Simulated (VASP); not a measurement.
# RuSe (F-43m) in VASP: a series of runs, part 2 of 2

VASP 6.6.1. Earlier steps stand in the parts before.

## (3) Single point, r2SCAN (volume scaled by 0.980)

The input, POSCAR:

```
RuSe
1.0
    0.0000000000      2.7140846829      2.7140846829
    2.7140846829      0.0000000000      2.7140846829
    2.7140846829      2.7140846829      0.0000000000
Ru Se
1 1
Direct
    0.0000000000      0.0000000000      0.0000000000
    0.2500000000      0.2500000000      0.2500000000
```

The input, INCAR.step1:

```
SYSTEM = RuSe
  PREC = Accurate
  ENCUT = 520
  ISMEAR = 0
  SIGMA = 0.05
  LREAL = .False.
  LASPH = .True.
  NELM = 100
  NBANDS = 17
  GGA = PE
  ALGO = Normal
  EDIFF = 1E-4
  LWAVE = .True.
  LCHARG = .False.
```

The input, INCAR.step2:

```
SYSTEM = RuSe
  PREC = Accurate
  ENCUT = 520
  EDIFF = 1E-6
  ISMEAR = 0
  SIGMA = 0.05
  LREAL = .False.
  LASPH = .True.
  NELM = 100
  ALGO = Normal
  ISIF = 2
  LWAVE = .False.
  LCHARG = .False.
  METAGGA = R2SCAN
  LMIXTAU = .True.
  NBANDS = 17
  ISTART = 1
```

The input, KPOINTS:

```
Automatic mesh
0
Gamma
  10 10 10
  0 0 0
```

Potentials or basis: VASP PAW PBE potentials, release 64 (Ru_pv, Se).

On the command line:

```
> cat potpaw_PBE.64/Ru_pv/POTCAR potpaw_PBE.64/Se/POTCAR > POTCAR
> cp INCAR.step1 INCAR
> mpirun -np 1 vasp_std > vasp.out
> cp INCAR.step2 INCAR
> mpirun -np 1 vasp_std > vasp.out
```

OUTCAR:

```text
SYSTEM = RuSe
   PREC = Accurate
   ENCUT = 520
   EDIFF = 1E-6
   ISMEAR = 0
   LREAL = .False.
   LASPH = .True.
   NELM = 100
   ISIF = 2
   METAGGA = R2SCAN
   ISTART = 1

 ion  position               nearest neighbor table
   1  0.000  0.000  0.000-   2 2.35   2 2.35   2 2.35   2 2.35
   2  0.250  0.250  0.250-   1 2.35   1 2.35   1 2.35   1 2.35

  LATTYP: Found a face centered cubic cell.
 ALAT       =     5.4281693658

  Lattice vectors:

 A1 = (   0.0000000000,   2.7140846829,   2.7140846829)
 A2 = (   2.7140846829,   0.0000000000,   2.7140846829)
 A3 = (   2.7140846829,   2.7140846829,   0.0000000000)

Analysis of symmetry for initial positions (statically):
=====================================================================
 Subroutine PRICEL returns:
 Original cell was already a primitive cell.

 Routine SETGRP: Setting up the symmetry group for a
 face centered cubic supercell.

 Subroutine GETGRP returns: Found 24 space group operations
 (whereof 24 operations were pure point group operations)
 out of a pool of 48 trial point group operations.

The static configuration has the point symmetry T_d .

Analysis of symmetry for dynamics (positions and initial velocities):
=====================================================================
 Subroutine PRICEL returns:
 Original cell was already a primitive cell.

 Routine SETGRP: Setting up the symmetry group for a
 face centered cubic supercell.

 Subroutine GETGRP returns: Found 24 space group operations
 (whereof 24 operations were pure point group operations)
 out of a pool of 48 trial point group operations.

The dynamic configuration has the point symmetry T_d .

 Subroutine INISYM returns: Found 24 space group operations
 (whereof 24 operations are pure point group operations),
 and found     1 'primitive' translations

----------------------------------------------------------------------------------------

                                     Primitive cell

  volume of cell :      39.9853

  direct lattice vectors                    reciprocal lattice vectors
     0.000000000  2.714084683  2.714084683    -0.184224171  0.184224171  0.184224171
     2.714084683  0.000000000  2.714084683     0.184224171 -0.184224171  0.184224171
     2.714084683  2.714084683  0.000000000     0.184224171  0.184224171 -0.184224171

  length of vectors
     3.838295368  3.838295368  3.838295368     0.319085624  0.319085624  0.319085624

  position of ions in fractional coordinates (direct lattice)
     0.000000000  0.000000000  0.000000000
     0.250000000  0.250000000  0.250000000

  ion indices of the primitive-cell ions
   primitive index   ion index
                 1           1
                 2           2

----------------------------------------------------------------------------------------

 KPOINTS: Automatic mesh

Automatic generation of k-mesh.
 Grid dimensions read from file:
 generate k-points for:   10   10   10

 Generating k-lattice:

  Cartesian coordinates                     Fractional coordinates (reciprocal lattice)
    -0.018422417  0.018422417  0.018422417     0.100000000  0.000000000  0.000000000
     0.018422417 -0.018422417  0.018422417     0.000000000  0.100000000  0.000000000
     0.018422417  0.018422417 -0.018422417     0.000000000  0.000000000  0.100000000

  Length of vectors
     0.031908562  0.031908562  0.031908562

  Shift w.r.t. Gamma in fractional coordinates (k-lattice)
     0.000000000  0.000000000  0.000000000

 Subroutine IBZKPT returns following result:
 ===========================================

 Found     47 irreducible k-points:

 Following reciprocal coordinates:
            Coordinates               Weight
  0.000000  0.000000  0.000000      1.000000
  0.100000  0.000000  0.000000      8.000000
  0.200000  0.000000  0.000000      8.000000
  0.300000  0.000000  0.000000      8.000000
  0.400000  0.000000  0.000000      8.000000
  0.500000  0.000000  0.000000      4.000000
[... 16 lines left out ...]
  0.300000  0.300000  0.000000      6.000000
  0.400000  0.300000  0.000000     24.000000
 [... further k-points ...]
   k-points           NKPTS =     47   k-points in BZ     NKDIM =     47   number of bands    NBANDS=     17
   number of dos      NEDOS =    301   number of ions     NIONS =      2
   total plane-waves  NPLWV =  27000
   dimension x,y,z NGX =    30 NGY =   30 NGZ =   30
   dimension x,y,z NGXF=    60 NGYF=   60 NGZF=   60
   ions per type =               1   1
   NGX,Y,Z   is equivalent  to a cutoff of  12.99, 12.99, 12.99 a.u.
   NGXF,Y,Z  is equivalent  to a cutoff of  25.99, 25.99, 25.99 a.u.
 SYSTEM =  RuSe
   PREC   = accura    normal or accurate (medium, high low for compatibility)
   ISTART =      1    job   : 0-new  1-cont  2-samecut
   ICHARG =      0    charge: 1-file 2-atom 10-const
   ISPIN  =      1    spin polarized calculation?
   LNONCOLLINEAR =      F non collinear calculations
   LSORBIT =      F    spin-orbit coupling
   LASPH  =      T    aspherical Exc in radial PAW
   ENCUT  =  520.0 eV  38.22 Ry    6.18 a.u.   7.14  7.14  7.14*2*pi/ulx,y,z
   NELM   =    100;   NELMIN=  2; NELMDL=  0     # of ELM steps
   EDIFF  = 0.1E-05   stopping-criterion for ELM
   LREAL  =      F    real-space projection
   EDIFFG = 0.1E-04   stopping-criterion for IOM
   NSW    =      0    number of steps for IOM
   IBRION =     -1    ionic relax: 0-MD 1-quasi-New 2-CG
   NFREE  =      0    steps in history (QN), initial steepest desc. (CG)
   ISIF   =      2    stress and relaxation
   ISYM   =      2    0-nonsym 1-usesym 2-fastsym
   POTIM  = 0.5000    time-step for ionic-motion
   TEBEG  =    0.0;   TEEND  =   0.0 temperature during run
   PSTRESS=    0.0 pullay stress
   NELECT =      20.0000    total number of electrons
   NUPDOWN=      -1.0000    fix difference up-down
   EMIN   =  10.00;   EMAX   =-10.00  energy-range for DOS
   EFERMI =   0.00;   METHOD = LEGACY
   ISMEAR =     0;   SIGMA  =   0.05  broadening in eV -4-tet -1-fermi 0-gaus
   EFERMI_NEDOS =   21; number of points for ismear=-14 and -15
   IALGO  =     38    algorithm
   IMIX   =      4    mixing-type and parameters
     AMIX     =   0.40;   BMIX     =  1.00
     AMIX_MAG =   1.60;   BMIX_MAG =  1.00
  volume/ion in A,a.u.               =      19.99       134.92
  Fermi-wavevector in a.u.,A,eV,Ry     =   1.299525  2.455747 22.977060  1.688766
  Thomas-Fermi vector in A             =   2.430784
   LORBIT       =      0    0 simple, 1 ext, 2 COOP (PROOUT), +10 PAW based schemes
   METAGGA = R2SCAN    functional components
   LHFCALC =     F    Hartree Fock is set to
   AEXX    =    0.0000 exact exchange contribution
   IVDW    =     0    specifies the selected vdW correction
   LEPSILON=     F    determine dielectric tensor
   LRPA    =     F    only Hartree local field effects (RPA)
 non-spin polarized calculation
 Gauss-broadening in eV      SIGMA  =   0.05
  energy-cutoff  :      520.00
  volume of cell :       39.99
 maximum number of plane-waves:      1091
 NGX is ok and might be reduce to    30
   NGX = 15   NGY = 15   NGZ = 15

 number of electron      20.0000005 magnetization

 Free energy of the ion-electron system (eV)
  ---------------------------------------------------
  ext. energy  EPLUGINS =         0.00000000
  ---------------------------------------------------
  free energy    TOTEN  =       -39.56819678 eV

  energy without entropy =      -39.56585029  energy(sigma->0) =      -39.56702353

 E-fermi :   6.7763     XC(G=0): -11.4420

 val. band max:        6.7547813173   @ k =   0.5000   0.4000   0.0000
 cond. band min:       6.7896067129   @ k =   0.4000   0.2000   0.1000
 fundamental gap:      0.0348253956
 Fermi energy:         6.7762966980

 k-point     1 :       0.0000    0.0000    0.0000
  band No.  band energies     occupation
      1     -37.2577      2.00000
      2     -37.2577      2.00000
      3     -37.2577      2.00000
      4      -9.1474      2.00000
      5       0.9349      2.00000
      6       0.9349      2.00000
[... 9 lines left out ...]
     16      14.8304      0.00000
     17      16.3943      0.00000

 k-point     2 :       0.1000    0.0000    0.0000
  band No.  band energies     occupation
      1     -37.2614      2.00000
      2     -37.2583      2.00000
      3     -37.2583      2.00000
      4      -9.0732      2.00000
      5       0.8334      2.00000
      6       0.9824      2.00000
[... 9 lines left out ...]
     16      15.0028      0.00000
     17      16.3944      0.00000
[... 421 lines left out ...]
 k-point    24 :       0.4000    0.3000    0.0000
  band No.  band energies     occupation
      1     -37.2882      2.00000
      2     -37.2694      2.00000
      3     -37.2684      2.00000
      4      -8.2725      2.00000
      5       0.0153      2.00000
      6       1.7518      2.00000
[... 9 lines left out ...]
     16      16.9865      0.00000
     17      17.9484      0.00000

 [... further k-points ...]
[... 5 lines left out ...]
  --------------------------------------------------------------------------------------
  -------------------------------------------------------------------------------------
  Total        0.7054974      0.7054974      0.7054974      0.0000000      0.0000000      0.0000000
  in kB       28.2687001     28.2687001     28.2687001      0.0000000      0.0000000      0.0000000
  external PRESSURE =      28.2687001 kB  Pullay stress =       0.0000000 kB

 VOLUME and BASIS-vectors are now :
 -----------------------------------------------------------------------------
  energy-cutoff  :      520.00
  volume of cell :       39.99
      direct lattice vectors                 reciprocal lattice vectors
     0.000000000  2.714084683  2.714084683    -0.184224171  0.184224171  0.184224171
     2.714084683  0.000000000  2.714084683     0.184224171 -0.184224171  0.184224171
     2.714084683  2.714084683  0.000000000     0.184224171  0.184224171 -0.184224171

 POSITION                                       TOTAL-FORCE (eV/Angst)
 -----------------------------------------------------------------------------------
      0.00000      0.00000      0.00000        -0.000000     -0.000000     -0.000000
      1.35704      1.35704      1.35704         0.000000      0.000000      0.000000
 -----------------------------------------------------------------------------------
    total drift:                                0.000001      0.000001      0.000001

  FREE ENERGIE OF THE ION-ELECTRON SYSTEM (eV)
  ---------------------------------------------------
  free  energy   TOTEN  =       -39.5681967763 eV

  energy  without entropy=      -39.5658502919  energy(sigma->0) =      -39.56702353
```

Run time: 70 s. Hardware: 1 thread of Intel Xeon 6975P-C (Granite Rapids), shared host; peak memory 0.19 GiB.

Results:

| Item | Value |
| --- | --- |
| Free energy | -39.5682 eV |
| Pressure | 2.8 GPa |
| Band gap on the k mesh | zero (band 10 reaches 9.28 eV, above the bottom of band 11 at 6.33 eV) |

Levels at points of the mesh, in eV from the Fermi level:
```csv
k point,band 6,band 7,band 8,band 9,band 10,band 11,band 12,band 13,band 14,band 15
"(0.00, 0.00, 0.00)",-5.84,-5.84,-2.04,-2.04,2.36,3.76,3.76,3.76,8.05,8.05
"(0.50, 0.00, 0.00)",-5.43,-5.43,-1.74,-1.74,-1.30,1.67,1.67,4.57,9.13,9.13
"(0.50, 0.50, 0.00)",-4.56,-4.56,-2.35,-1.40,-1.06,-0.45,-0.45,5.78,7.13,9.62
```

Caveat: the cell differs from its parent crystal (volume scaled by 0.980); the PAW data sets were made with another functional, which shifts forces and pressure a little.

## (4) Single point, r2SCAN

This run uses another cell than the first one, of 20.40 Å³/atom, 1.042 times its volume.

The input, POSCAR:

```
RuSe
1.0
    0.0000000000      2.7324236492      2.7324236492
    2.7324236492      0.0000000000      2.7324236492
    2.7324236492      2.7324236492      0.0000000000
Ru Se
1 1
Direct
    0.0000000000      0.0000000000      0.0000000000
    0.2500000000      0.2500000000      0.2500000000
```

The input, INCAR.step1:

```
SYSTEM = RuSe
PREC = Accurate
ENCUT = 520
ISMEAR = 0
SIGMA = 0.05
LREAL = .False.
LASPH = .True.
NELM = 60
NBANDS = 17
GGA = PE
ALGO = Normal
EDIFF = 1E-4
LWAVE = .True.
LCHARG = .False.
```

The input, INCAR.step2:

```
SYSTEM = RuSe
PREC = Accurate
ENCUT = 520
EDIFF = 1E-6
ISMEAR = 0
SIGMA = 0.05
LREAL = .False.
LASPH = .True.
NELM = 60
ALGO = Normal
ISIF = 2
LWAVE = .False.
LCHARG = .False.
METAGGA = R2SCAN
LMIXTAU = .True.
NBANDS = 17
ISTART = 1
```

KPOINTS is that of step 3.

On the command line:

```
> cat potpaw_PBE.64/Ru_pv/POTCAR potpaw_PBE.64/Se/POTCAR > POTCAR
> cp INCAR.step1 INCAR
> mpirun -np 1 vasp_std > vasp.out
> cp INCAR.step2 INCAR
> mpirun -np 1 vasp_std > vasp.out
```

Wall time 66 s (1 thread of Intel Xeon 6975P-C (Granite Rapids), shared host); peak memory 0.18 GiB.

Results (log left out):

```yaml
Free_energy: -39.5756 eV
Pressure: 0.1 GPa
Band_gap_on_the_k_mesh: zero (band 10 reaches 8.96 eV, above the bottom of band 11 at 6.10 eV)
```

Levels at points of the mesh, in eV from the Fermi level:
```csv
k point,band 7,band 8,band 9,band 10,band 11,band 12,band 13,band 14
"(0.00, 0.00, 0.00)",-5.72,-1.98,-1.98,2.31,3.66,3.66,3.66,7.99
"(0.50, 0.00, 0.00)",-5.33,-1.69,-1.69,-1.26,1.63,1.63,4.53,9.03
"(0.50, 0.50, 0.00)",-4.49,-2.26,-1.36,-1.04,-0.43,-0.43,5.67,7.06
```

Caveat: the PAW data sets were made with another functional, which shifts forces and pressure a little.

## (5) The runs side by side

```csv
cell,gap on the mesh (eV),pressure (GPa)
"a = 3.812 Å, angles 60.0°, 2 atoms",none,5.9
"a = 3.838 Å, angles 60.0°, 2 atoms",none,2.8
"a = 3.864 Å, angles 60.0°, 2 atoms",none,0.1
```

Alike in all rows: task single point; level r2SCAN; potentials or basis VASP PAW PBE potentials, release 64 (Ru_pv, Se); no spin polarisation; k mesh 10 × 10 × 10; cutoff (eV) 520; smearing gaussian 0.05 eV.

Caveats: the PAW data sets were made with another functional, which shifts forces and pressure a little.

Absolute energies hang on the potentials; compare differences alone.
